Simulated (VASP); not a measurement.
# Al (I4_1/amd) in VASP: relaxation of cell and atoms with LDA

Aim: the relaxation of cell and atoms of Al with LDA.

Everything below comes from runs of VASP 6.6.1. Logs are shortened: lines on timing, memory, paths and dates and some standing lists are left out, and cuts for length are marked.

## 1. The cell of the first run

It takes space group I4_1/amd (No. 141, tetragonal). Conventional cell: a = 5.036 Å, b = 5.036 Å, c = 2.750 Å, α = 90.00°, β = 90.00°, γ = 90.00°. Within 3.4 Å of Al (site symmetry -4m2) lie 10 Al at 2.61 to 3.25 Å.

## 2. Relaxation of cell and atoms, LDA

INCAR

```
SYSTEM = Al
  ALGO = Normal
  EDIFF = 1E-6
  EDIFFG = -0.01
  ENCUT = 600
  IBRION = 2
  ISIF = 3
  ISMEAR = -1
  ISYM = 0
  LASPH = .True.
  LCHARG = .False.
  LREAL = .False.
  LWAVE = .False.
  NELM = 60
  NSW = 80
  PREC = Accurate
  SIGMA = 0.1
```

KPOINTS

```
k-points
0
Gamma
  13 13 9
  0 0 0
```

POSCAR

```
Al
1.0
   -2.5179409410      2.5179409410      1.3747957538
    2.5179409410     -2.5179409410      1.3747957538
    2.5179409410      2.5179409410     -1.3747957538
Al
2
Direct
    0.0000000000      0.0000000000      0.0000000000
    0.7500000000      0.2500000000      0.5000000000
```

Potentials or basis: VASP PAW LDA potentials, release 64 (Al).

Run with:

```
$ cat potpaw_LDA.64/Al/POTCAR > POTCAR
$ mpirun -np 1 vasp_std > vasp.out
```

OUTCAR:

```text
SYSTEM = Al
   EDIFF = 1E-6
   EDIFFG = -0.01
   ENCUT = 600
   IBRION = 2
   ISIF = 3
   ISMEAR = -1
   ISYM = 0
   LASPH = .True.
   LREAL = .False.
   NELM = 60
   NSW = 80
   PREC = Accurate

 ion  position               nearest neighbor table
   1  0.000  0.000  0.000-   2 2.61   2 2.61   2 2.61   2 2.61   2 3.25   2 3.25   2 3.25   2 3.25

   2  0.750  0.250  0.500-   1 2.61   1 2.61   1 2.61   1 2.61   1 3.25   1 3.25   1 3.25   1 3.25

IMPORTANT INFORMATION: All symmetrisations will be switched off!
NOSYMM: (Re-)initialisation of all symmetry stuff for point group C_1.

----------------------------------------------------------------------------------------

                                     Primitive cell

  volume of cell :      34.8650

  direct lattice vectors                    reciprocal lattice vectors
    -2.517940941  2.517940941  1.374795754     0.000000000  0.198574951  0.363690387
     2.517940941 -2.517940941  1.374795754     0.198574951  0.000000000  0.363690387
     2.517940941  2.517940941 -1.374795754     0.198574951  0.198574951  0.000000000

  length of vectors
     3.817082201  3.817082201  3.817082201     0.414370256  0.414370256  0.280827389

  position of ions in fractional coordinates (direct lattice)
     0.000000000  0.000000000  0.000000000
     0.750000000  0.250000000  0.500000000

  ion indices of the primitive-cell ions
   primitive index   ion index
                 1           1
                 2           2

----------------------------------------------------------------------------------------

 KPOINTS: k-points

Automatic generation of k-mesh.
 Grid dimensions read from file:
 generate k-points for:   13   13    9

 Generating k-lattice:

  Cartesian coordinates                     Fractional coordinates (reciprocal lattice)
     0.000000000  0.015274996  0.027976184     0.076923077 -0.000000000  0.000000000
     0.015274996  0.000000000  0.027976184    -0.000000000  0.076923077  0.000000000
     0.022063883  0.022063883  0.000000000     0.000000000  0.000000000  0.111111111

  Length of vectors
     0.031874635  0.031874635  0.031203043

  Shift w.r.t. Gamma in fractional coordinates (k-lattice)
     0.000000000  0.000000000  0.000000000

 -----------------------------------------------------------------------------
|                                                                             |
|           W    W    AA    RRRRR   N    N  II  N    N   GGGG   !!!           |
|           W    W   A  A   R    R  NN   N  II  NN   N  G    G  !!!           |
|           W    W  A    A  R    R  N N  N  II  N N  N  G       !!!           |
|           W WW W  AAAAAA  RRRRR   N  N N  II  N  N N  G  GGG   !            |
|           WW  WW  A    A  R   R   N   NN  II  N   NN  G    G                |
|           W    W  A    A  R    R  N    N  II  N    N   GGGG   !!!           |
|                                                                             |
|     Your reciprocal lattice and k-lattice belong to different lattice       |
|     classes:                                                                |
|                                                                             |
|        The reciprocal lattice is body-centered tetragonal,                  |
|        whereas your k-lattice is base-centered monoclinic.                  |
|                                                                             |
|     Results are often still useful ...                                      |
|                                                                             |
 -----------------------------------------------------------------------------

 WARNING: IBZKPT: internal override: KBLOWUP is changed to .FALSE.
      ... skipping the blow-up phase ...

 Subroutine IBZKPT returns following result:
 ===========================================

 Found    761 irreducible k-points:

 Following reciprocal coordinates:
            Coordinates               Weight
  0.000000  0.000000  0.000000      1.000000
  0.076923 -0.000000 -0.000000      2.000000
  0.153846 -0.000000  0.000000      2.000000
  0.230769 -0.000000  0.000000      2.000000
  0.307692 -0.000000  0.000000      2.000000
  0.384615 -0.000000 -0.000000      2.000000
[... 16 lines left out ...]
  0.153846  0.153846  0.000000      2.000000
  0.230769  0.153846  0.000000      2.000000
 [... further k-points ...]
   k-points           NKPTS =    761   k-points in BZ     NKDIM =    761   number of bands    NBANDS=      7
   number of dos      NEDOS =    301   number of ions     NIONS =      2
   total plane-waves  NPLWV =  27000
   dimension x,y,z NGX =    30 NGY =   30 NGZ =   30
   dimension x,y,z NGXF=    60 NGYF=   60 NGZF=   60
   ions per type =               2
   NGX,Y,Z   is equivalent  to a cutoff of  13.07, 13.07, 13.07 a.u.
   NGXF,Y,Z  is equivalent  to a cutoff of  26.13, 26.13, 26.13 a.u.
 SYSTEM =  Al
   PREC   = accura    normal or accurate (medium, high low for compatibility)
   ISTART =      0    job   : 0-new  1-cont  2-samecut
   ICHARG =      2    charge: 1-file 2-atom 10-const
   ISPIN  =      1    spin polarized calculation?
   LNONCOLLINEAR =      F non collinear calculations
   LSORBIT =      F    spin-orbit coupling
   LASPH  =      T    aspherical Exc in radial PAW
   ENCUT  =  600.0 eV  44.10 Ry    6.64 a.u.   7.62  7.62  7.62*2*pi/ulx,y,z
   NELM   =     60;   NELMIN=  2; NELMDL= -5     # of ELM steps
   EDIFF  = 0.1E-05   stopping-criterion for ELM
   LREAL  =      F    real-space projection
   EDIFFG = -.1E-01   stopping-criterion for IOM
   NSW    =     80    number of steps for IOM
   IBRION =      2    ionic relax: 0-MD 1-quasi-New 2-CG
   NFREE  =      1    steps in history (QN), initial steepest desc. (CG)
   ISIF   =      3    stress and relaxation
   ISYM   =      0    0-nonsym 1-usesym 2-fastsym
   POTIM  = 0.5000    time-step for ionic-motion
   TEBEG  =    0.0;   TEEND  =   0.0 temperature during run
   PSTRESS=    0.0 pullay stress
   NELECT =       6.0000    total number of electrons
   NUPDOWN=      -1.0000    fix difference up-down
   EMIN   =  10.00;   EMAX   =-10.00  energy-range for DOS
   EFERMI =   0.00;   METHOD = LEGACY
   ISMEAR =    -1;   SIGMA  =   0.10  broadening in eV -4-tet -1-fermi 0-gaus
   EFERMI_NEDOS =   21; number of points for ismear=-14 and -15
   IALGO  =     38    algorithm
   IMIX   =      4    mixing-type and parameters
     AMIX     =   0.40;   BMIX     =  1.00
     AMIX_MAG =   1.60;   BMIX_MAG =  1.00
  volume/ion in A,a.u.               =      17.43       117.64
  Fermi-wavevector in a.u.,A,eV,Ry     =   0.910602  1.720789 11.281909  0.829197
  Thomas-Fermi vector in A             =   2.034784
   LORBIT       =      0    0 simple, 1 ext, 2 COOP (PROOUT), +10 PAW based schemes
   GGA     = CA    functional components
   LHFCALC =     F    Hartree Fock is set to
   AEXX    =    0.0000 exact exchange contribution
   IVDW    =     0    specifies the selected vdW correction
   LEPSILON=     F    determine dielectric tensor
   LRPA    =     F    only Hartree local field effects (RPA)
 conjugate gradient relaxation of ions
 non-spin polarized calculation
  energy-cutoff  :      600.00
  volume of cell :       34.86
 maximum number of plane-waves:      1196
   NGX = 15   NGY = 15   NGZ = 15

--------------------------------------- Ionic step        1  -------------------------------------------

 number of electron       6.0000000 magnetization

 Free energy of the ion-electron system (eV)
  ---------------------------------------------------
  ext. energy  EPLUGINS =         0.00000000
  ---------------------------------------------------
  free energy    TOTEN  =        -7.76533459 eV

  energy without entropy =       -7.73335420  energy(sigma->0) =       -7.74934440

------------------------ aborting loop because EDIFF is reached ----------------------------------------

  FORCE on cell =-STRESS in cart. coord.  units (eV):
  Direction    XX          YY          ZZ          XY          YZ          ZX
  --------------------------------------------------------------------------------------
  -------------------------------------------------------------------------------------
  Total        1.4249478      1.4249478     -0.0035984     -0.0214933     -0.0862965     -0.0862960
  in kB       65.4817496     65.4817522     -0.1653592     -0.9876997     -3.9656527     -3.9656280
  external PRESSURE =      43.5993809 kB  Pullay stress =       0.0000000 kB
[... 89 lines left out ...]
  FREE ENERGIE OF THE ION-ELECTRON SYSTEM (eV)
  ---------------------------------------------------
  free  energy   TOTEN  =        -7.8107856143 eV

  energy  without entropy=       -7.7787971117  energy(sigma->0) =       -7.79479136

 E-fermi :   6.6337     XC(G=0):  -9.9221

 val. band max:        6.6141457998   @ k =  -0.2308  -0.1538   0.3333
 cond. band min:       6.6387823447   @ k =   0.4615   0.3077   0.2222
 fundamental gap:      0.0246365449
 Fermi energy:         6.6337280687

 k-point     1 :       0.0000    0.0000    0.0000
  band No.  band energies     occupation
      1      -3.7226      2.00000
      2       3.6646      2.00000
      3       4.6207      2.00000
      4      11.4016      0.00000
      5      12.3657      0.00000
      6      14.3752      0.00000
      7      15.7256      0.00000
[... 221 lines left out ...]
 k-point    24 :       0.2308    0.1538    0.0000
  band No.  band energies     occupation
      1       1.7413      2.00000
      2       4.1526      2.00000
      3       6.1667      1.98143
      4       6.6583      0.87780
      5       8.9611      0.00000
      6       9.9440      0.00000
      7      10.7447      0.00000

 [... further k-points ...]

[... ionic steps 4 to 40 ...]

--------------------------------------- Ionic step       41  -------------------------------------------

 number of electron       6.0000000 magnetization

------------------------ aborting loop because EDIFF is reached ----------------------------------------
[... 67 lines left out ...]
--------------------------------------- Ionic step       43  -------------------------------------------

 number of electron       6.0000000 magnetization

 Free energy of the ion-electron system (eV)
  ---------------------------------------------------
  ext. energy  EPLUGINS =         0.00000000
  ---------------------------------------------------
  free energy    TOTEN  =        -8.22519108 eV

  energy without entropy =       -8.19906494  energy(sigma->0) =       -8.21212801

 E-fermi :   7.4510     XC(G=0): -10.2046

 val. band max:        7.4421649947   @ k =   0.1538  -0.1538   0.4444
 cond. band min:       7.4556070794   @ k =   0.4615   0.3077   0.2222
 fundamental gap:      0.0134420847
 Fermi energy:         7.4510337433

 k-point     1 :       0.0000    0.0000    0.0000
  band No.  band energies     occupation
      1      -3.4979      2.00000
      2       3.8872      2.00000
      3       4.7213      2.00000
      4      13.2967      0.00000
      5      13.5892      0.00000
      6      15.5150      0.00000
      7      16.8734      0.00000
[... 221 lines left out ...]
 k-point    24 :       0.2308    0.1538    0.0000
  band No.  band energies     occupation
      1       1.8694      2.00000
      2       5.7840      2.00000
      3       7.7701      0.07900
      4       8.0584      0.00460
      5       9.4633      0.00000
      6      10.1388      0.00000
      7      11.4664      0.00000

 [... further k-points ...]

------------------------ aborting loop because EDIFF is reached ----------------------------------------

  FORCE on cell =-STRESS in cart. coord.  units (eV):
  Direction    XX          YY          ZZ          XY          YZ          ZX
  --------------------------------------------------------------------------------------
  -------------------------------------------------------------------------------------
  Total       -0.0011992     -0.0012021     -0.0088902      0.0012342     -0.0020068     -0.0020183
  in kB       -0.0566099     -0.0567463     -0.4196864      0.0582634     -0.0947348     -0.0952772
  external PRESSURE =      -0.1776809 kB  Pullay stress =       0.0000000 kB
[... 17 lines left out ...]
  FREE ENERGIE OF THE ION-ELECTRON SYSTEM (eV)
  ---------------------------------------------------
  free  energy   TOTEN  =        -8.2251910752 eV

  energy  without entropy=       -8.1990649373  energy(sigma->0) =       -8.21212801

 reached required accuracy - stopping structural energy minimisation
```

Wall time 45 min (1 thread of AMD EPYC 7R13 (Zen 3), shared host); peak memory 0.29 GiB.

What came out:

* Free energy: -8.2252 eV
* Relaxed volume: 16.97 Å³/atom
* Relaxed cell: a = 4.533 Å, b = 4.533 Å, c = 3.943 Å, α = 102.21°, β = 102.21°, γ = 144.48°
* Space group after relaxing (to 0.1 Å): Cmcm (No. 63)
* Energy gained by relaxing: 229.9 meV/atom
* Ionic steps: 43
* Pressure after relaxing: 0.0 GPa
* Largest force after relaxing: 0.003 eV/Å
* Band gap on the k mesh: zero (bands 3 and 4 overlap by 8.54 eV)

Forces on the atoms (eV/Å):
```
Al  -0.002  0.002  0.000
Al   0.002 -0.002  0.000
```

Step by step:
```csv
step,energy change (eV),largest force (eV/Å),pressure (GPa),volume (Å³)
1,0.0000,0.0057,4.36,34.86
3,-0.0455,0.0276,-0.70,37.21
5,-0.0506,0.0548,0.09,36.75
7,-0.0599,0.1090,0.08,36.71
9,-0.1698,0.1809,-0.11,36.22
11,-0.2155,0.0107,0.53,35.67
13,-0.2172,0.0787,0.76,35.52
15,-0.2191,0.1524,0.15,35.80
17,-0.2354,0.1449,-0.56,36.09
19,-0.3248,0.0970,-3.73,37.14
21,-0.3335,0.2606,-4.60,37.40
23,-0.3391,0.2927,-4.72,37.37
25,-0.3618,0.4066,-5.12,37.14
27,-0.3640,0.4378,-5.15,37.03
29,-0.4061,0.3742,-3.29,35.70
31,-0.4295,0.2627,0.16,33.86
33,-0.4419,0.0843,-0.01,33.94
35,-0.4478,0.1389,-0.10,34.03
37,-0.4570,0.0729,0.09,33.93
39,-0.4593,0.0043,-0.09,33.98
41,-0.4598,0.0060,0.08,33.89
43,-0.4599,0.0033,-0.02,33.94
```

Final structure:
```
Al
1.0
    -3.21886    2.88689    1.36288
     2.88689   -3.21885    1.36287
     2.30862    2.30861   -2.21164
Al
2
Direct
  0.98947 0.01052 0.00000
  0.76053 0.23948 0.50000
```

Caveat: a cell axis changed by over 15 % at a fixed basis, so the end point is rough.
